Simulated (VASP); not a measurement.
Crystal: Sn2Se.

```xyz
3
Lattice="4.4408 0.0000 0.0000 -2.2204 3.8459 0.0000 0.0000 0.0000 4.8003" Properties=species:S:1:pos:R:3 pbc="T T T"
Sn    0.0000    2.5639    2.4001
Sn    2.2204    1.2820    2.4001
Se    0.0000    0.0000    0.0000
```

The cell was built from a structure type or drawn by symmetry, and may not be a known phase.

```yaml
Program: VASP 6.6.1
Task: relaxation of cell and atoms
Functional: PBE
Potentials_or_basis: VASP PAW PBE potentials, release 64 (Sn_d, Se)
Cutoff: 600 eV
k_mesh: 6 × 6 × 4
Occupations: gaussian, width 0.1 eV
Spin: no spin polarisation
```

At the start: pressure 10.8 GPa; volume 27.33 Å³/atom.

How do energy, volume and symmetry change on relaxing?

Over 13 steps the energy falls by 387.9 meV/atom and the volume is 27.79 Å³/atom (+1.7 %); space group P6/mmm (No. 191, to 0.1 Å) before and after.

The path:
```csv
step,energy change (eV),largest force (eV/Å),pressure (GPa),volume (Å³)
1,0.0000,0.0000,10.77,81.98
2,-0.7479,0.0000,-4.50,104.74
3,-0.8420,0.0000,-2.00,97.35
4,-0.8425,0.0000,-2.15,97.73
5,-0.9825,0.0000,-1.61,93.37
6,-1.1052,0.0000,-0.83,87.80
7,-1.0618,0.0000,2.79,76.38
8,-1.1616,0.0000,0.11,83.33
9,-1.1626,0.0000,0.47,82.24
10,-1.1630,0.0000,0.37,82.63
11,-1.1627,0.0000,0.26,82.94
12,-1.1632,0.0000,-0.30,83.67
13,-1.1636,0.0000,-0.09,83.37
```

Final structure:
```yaml
crystal:
  lattice:
    - [4.97110, 0.00000, 0.00000]
    - [-2.48555, 4.30510, 0.00000]
    - [0.00000, 0.00000, 3.89568]
  atoms:
    - { symbol: Sn, position: [0.33333, 0.66667, 0.50000] }
    - { symbol: Sn, position: [0.66667, 0.33333, 0.50000] }
    - { symbol: Se, position: [0.00000, 0.00000, 0.00000] }
```

Caveat: a cell axis changed by over 15 % at a fixed basis, so the end point is rough.
